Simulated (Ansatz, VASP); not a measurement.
# Re in VASP and in Ansatz

```
Re
1.0
     0.00000    1.94538    1.94538
     1.94538    0.00000    1.94538
     1.94538    1.94538    0.00000
Re
1
Direct
  0.00000 0.00000 0.00000
```

Change from the starting cell: strain -0.015 along x and y, -0.015 along z, atoms carried along.

Alike in both runs: task single point; functional PBEsol; k mesh 20 × 20 × 20; occupations gaussian, width 0.15 eV; no spin polarisation.

|  | VASP | Ansatz |
| --- | --- | --- |
| version | VASP 6.6.1 | Ansatz 0.2.0 |
| potentials or method | VASP PAW PBE potentials, release 64 (Re), cutoff 520 eV | scalar-relativistic, plane waves, PAW |
| valence electrons in the cell | 7 | 15 |

|  | VASP | Ansatz | Ansatz less VASP |
| --- | --- | --- | --- |
| gap on the k mesh at the Fermi level (eV) | none | none | - |
| pressure (GPa) | -3.3 | -3.2 | +0.11 |

VASP's potentials were made for PBE, not for PBEsol. A gap of «none» marks a metal or a gap that the smearing closes. The functional is the same, so the differences come from potentials, cutoffs and numerics. VASP's potentials hold 7 valence electrons a cell and Ansatz's 15, so a difference there can come from the potentials and not from the codes.

Neither program's run includes spin-orbit coupling.
